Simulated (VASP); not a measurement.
Runs of VASP 6.6.1 on LuHf4O. The structure is that of space group F-43m (No. 216), or close to it. The cells are those of the table. 

| task | cell | k mesh | cutoff (eV) | gap on the mesh (eV) | pressure (GPa) | relaxed volume (Å³/atom) | largest force (eV/Å) |
| --- | --- | --- | --- | --- | --- | --- | --- |
| relaxation of cell and atoms | relaxed from a = 5.829 Å, angles 60.0°, 6 atoms | 8 × 8 × 8 | 600 | none | 0.0 | (a) | - |
| single point | a = 5.843 Å, angles 60.0°, 6 atoms | 8 × 8 × 8 | 520 | none | -0.2 | - | 0.04 |
| single point | a = 5.829 Å, angles 60.0°, 6 atoms | 4 × 4 × 4 | 520 | none | 0.2 | - | 0.04 |
| relaxation of cell and atoms | relaxed from a = 5.479 Å, angles 60.0°, 6 atoms | 4 × 4 × 4 | 600 | none | 0.0 | (b) | 0.02 |
| single point | a = 5.479 Å, angles 60.0°, 6 atoms | 4 × 4 × 4 | 520 | none | 17.0 | - | 1.24 |

Alike in all rows: level PBE; potentials or basis VASP PAW PBE potentials, release 64 (Lu, Hf_pv, O); no spin polarisation; smearing gaussian 0.1 eV.

Q: Fill in the values left out.

A: (a) 23.45; (b) 23.42.

Caveats: spin-orbit coupling is left out, which moves the levels of the heavy elements; an odd number of electrons without spin polarisation forces a metal; a magnetic or distorted state may lie lower; the volume moved by over 15 % at a fixed basis, so the end points are rough (some runs).

A k mesh can miss the band edges, and the runs leave out spin-orbit coupling on Hf, Lu.

A gap of «none» marks levels without a gap at the run's occupations.
